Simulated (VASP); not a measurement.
## PbS: single point with r2SCAN

Crystal: PbS.

```
Pb S
1.0
     0.00000    3.03912    2.89087
     3.03912    0.00000    2.89087
     3.03912    3.03912    0.00000
Pb S
1 1
Cartesian
  0.0000 0.0000 0.0000
  3.0391 3.0391 2.8909
```

This cell differs from its parent crystal: strain +0.025 along x and y, -0.025 along z.

| Item | Value |
| --- | --- |
| Program | VASP 6.6.1 |
| Task | single point |
| Functional | r2SCAN |
| Potentials or basis | VASP PAW PBE potentials, release 64 (Pb_d, S) |
| Cutoff | 550 eV |
| k mesh | 8 × 8 × 8 |
| Occupations | gaussian, width 0.05 eV |
| Spin | no spin polarisation |
| Dipole correction | no |
| Further INCAR settings | ALGO = Normal; EDIFF = 1e-06; NBANDS = 17 |

```json
{
 "Pressure": "0.3 GPa",
 "Band gap on the k mesh": "0.63 eV"
}
```

Stress tensor (GPa, compression positive):
```
-1.91  0.00  0.00
 0.00 -1.91  0.00
 0.00  0.00  4.72
```

Levels at points of the mesh, in eV from the valence-band top:
```csv
k point,band 8,band 9,band 10,band 11,band 12,band 13
"(0.00, 0.00, 0.00)",-2.54,-2.11,-2.11,5.08,5.08,6.28
"(0.50, 0.00, 0.00)",-1.91,-1.83,0.00,0.63,2.05,2.39
"(0.50, 0.50, 0.00)",-5.29,-3.56,-3.56,4.07,5.78,5.78
"(0.50, 0.00, 0.50)",-5.19,-3.73,-3.20,4.30,5.51,5.69
```

It took 3 min on 1 thread of AMD EPYC 9R45 96-Core Processor (Zen 5), with other jobs on the host, peak memory 0.2 GiB.

Caveat: the cell differs from its parent crystal (strain +0.025 along x and y, -0.025 along z); the stress differs along the axes, from -2 to 5 GPa; the PAW data sets were made with another functional, which shifts forces and pressure a little; spin-orbit coupling is left out, which moves the levels of the heavy elements. A k mesh can miss the band edges.
